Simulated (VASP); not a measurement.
Set up this calculation in VASP 6.6.1, as the native input.

```yaml
Task: single point
Functional: PBE
Potentials_or_basis: VASP PAW PBE potentials, release 64 (Br, Ca_sv)
Cutoff: 520 eV
k_mesh: 8 × 8 × 6
Occupations: fermi-dirac, width 0.05 eV
Spin: no spin polarisation
Dipole_correction: no
Further_INCAR_settings: ALGO = Normal; EDIFF = 1e-06; NBANDS = 16
```

The structure of CaBr lies in POSCAR:

```
CaBr
1.0
    3.9194788249      0.0000000000      0.0000000000
   -1.9597394125      3.3943682320      0.0000000000
    0.0000000000      0.0000000000      4.3692127543
Br Ca
1 1
Direct
    0.3333333333      0.6666666667      0.5000000000
    0.0000000000      0.0000000000      0.0000000000
```

The input as run:

INCAR

```
ALGO = Normal
EDIFF = 1E-6
ENCUT = 520
GGA = PE
ISIF = 2
ISMEAR = -1
LASPH = True
LCHARG = False
LREAL = False
LWAVE = False
NBANDS = 16
NELM = 100
PREC = Accurate
SIGMA = 0.05
```

KPOINTS

```
k-points
0
Gamma
  8 8 6
```

Potentials or basis: VASP PAW PBE potentials, release 64 (Br, Ca_sv).

The run is started by

```bash
$ cat potpaw_PBE.64/Br/POTCAR potpaw_PBE.64/Ca_sv/POTCAR > POTCAR
$ mpirun -np 1 vasp_std > vasp.out
```

It gave:

The pressure is 0.1 GPa. The band gap on the k mesh is zero (an odd number of electrons rules out a gap without spin polarisation).

Caveat: an odd number of electrons without spin polarisation forces a metal; a magnetic or distorted state may lie lower.

Run time: 16 s on 1 thread of Intel(R) Xeon(R) 6975P-C (Granite Rapids) (shared host), peak memory 0.19 GiB.
